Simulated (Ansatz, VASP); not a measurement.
## Two plane-wave programs on Co

Contents of INCAR:

```
PREC = Accurate
ENCUT = 520
EDIFF = 1E-7
ISMEAR = -1
SIGMA = 0.05
LREAL = False
LASPH = True
NELM = 150
ALGO = Normal
ISIF = 2
LWAVE = False
LCHARG = False
ISPIN = 2
MAGMOM = 1.707 1.707 1.725 1.725
LORBIT = 11
LMAXMIX = 4
GGA = PE
NBANDS = 30
```

Contents of KPOINTS:

```
Automatic mesh
0
Gamma
  16 16 5
```

POSCAR

```
Co
1.0
    2.4614520643      0.0000000000      0.0000000000
   -1.2307260322      2.1316800179      0.0000000000
    0.0000000000      0.0000000000      7.9724962499
Co
4
Direct
    0.0000000000      1.0000000000      0.0000000000
    1.0000000000      1.0000000000      0.5000000000
    0.3333333333      0.6666666667      0.2500000000
    0.6666666667      0.3333333333      0.7500000000
```

Input for Ansatz:

```yaml
crystal:
  lattice:
    - [2.4614520643, 0.0, 0.0]
    - [-1.2307260322, 2.1316800179, 0.0]
    - [0.0, 0.0, 7.9724962499]
  atoms:
    - { symbol: Co, position: [0.0, 1.0, 0.0], spin: 1.707 }
    - { symbol: Co, position: [1.0, 1.0, 0.5], spin: 1.707 }
    - { symbol: Co, position: [0.3333333333, 0.6666666667, 0.25], spin: 1.725 }
    - { symbol: Co, position: [0.6666666667, 0.3333333333, 0.75], spin: 1.725 }
hamiltonian:
  xc: pbe
  pseudopotentials:
    kind: paw
    azcp:
      Co: "pseudopotentials/Co.paw.azcp"
basis:
  ecutwfc: 420
  fft_grid_basis: typed
kpoints:
  mp_grid: { grid: [16, 16, 5], shift: [0, 0, 0] }
magnetization:
  spin_polarized: true
scf:
  occupations: { method: fermi_dirac, width: 0.05 }
  lower_state_search: "off"
output:
  stress: true
```

Alike in both runs: task single point; functional PBE; k mesh 16 × 16 × 5; occupations fermi-dirac, width 0.05 eV; collinear spin.

```csv
,VASP,Ansatz
version,VASP 6.6.1,Ansatz 0.2.0
potentials or method,"VASP PAW PBE potentials, release 64 (Co), cutoff 520 eV","plane waves (420 eV) with PAW, scalar-relativistic"
valence electrons in the cell,36,68
```

Ansatz gave:

| Quantity | Value |
| --- | --- |
| pressure (GPa) | 9.2 |
| traceless stress, the component that is largest in VASP (GPa) | 0.51 |
| net moment per atom (μB) | 1.59 |
| size of the moment on the site where the two differ most (μB) | 1.67 |

**Question.** What did VASP give for the same quantities?

**Answer.** Pressure (GPa): 8.2; traceless stress, the component that is largest in VASP (GPa): 0.51; net moment per atom (μB): 1.59; size of the moment on the site where the two differ most (μB): 1.61.

Site moments also hang on the region over which each program counts them. VASP's potentials hold 36 valence electrons a cell and Ansatz's 68, so a difference there can come from the potentials and not from the codes.
